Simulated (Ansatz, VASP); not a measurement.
One calculation of SrO, two programs

Contents of INCAR:

```
PREC = Accurate
ENCUT = 520
EDIFF = 1E-7
ISMEAR = 0
SIGMA = 0.01
LREAL = F
LASPH = T
NELM = 100
ALGO = Normal
ISIF = 2
LWAVE = F
LCHARG = F
GGA = PE
NBANDS = 24
```

KPOINTS

```
regular mesh
0
Gamma
  6 6 4
```

File POSCAR:

```
SrO
1.0
    3.5406630357      0.0000000000      0.0000000000
   -1.7703315178      3.0663041351      0.0000000000
    0.0000000000      0.0000000000      6.1799004593
Sr O
2 2
Direct
    0.3333333333      0.6666666667      0.2500000000
    0.6666666667      0.3333333333      0.7500000000
    0.0000000000      0.0000000000      0.0000000000
    0.0000000000      0.0000000000      0.5000000000
```

Input for Ansatz:

```yaml
crystal:
  lattice:
    - [3.5406630357, 0.0, 0.0]
    - [-1.7703315178, 3.0663041351, 0.0]
    - [0.0, 0.0, 6.1799004593]
  atoms:
    - { symbol: Sr, position: [0.3333333333, 0.6666666667, 0.25] }
    - { symbol: Sr, position: [0.6666666667, 0.3333333333, 0.75] }
    - { symbol: O, position: [0.0, 0.0, 0.0] }
    - { symbol: O, position: [0.0, 0.0, 0.5] }
kpoints:
  mp_grid: { grid: [6, 6, 4] }
hamiltonian:
  xc: pbe
scf:
  occupations: { method: fixed }
  n_extra_bands: 5
output:
  forces: true
  stress: true
  eigenvalues: true
```

Alike in both runs: task single point; functional PBE; k mesh 6 × 6 × 4; no spin polarisation.

```csv
,VASP,Ansatz
version,VASP 6.6.1,Ansatz 0.2.0
potentials or method,"VASP PAW PBE potentials, release 64 (Sr_sv, O)","plane waves, PAW"
plane-wave cutoff (eV),520,420
occupations,"gaussian, width 0.01 eV",fixed
valence electrons in the cell,32,32
```

Ansatz gave:

```
gap on the k mesh at the Fermi level (eV)                     : 3.09
pressure (GPa)                                                : 2.7
traceless stress, the component that is largest in VASP (GPa) : 0.28
```

Problem. What did VASP give for the same quantities?

Solution. gap on the k mesh at the Fermi level (eV): 3.05; pressure (GPa): 3.3; traceless stress, the component that is largest in VASP (GPa): 0.27.
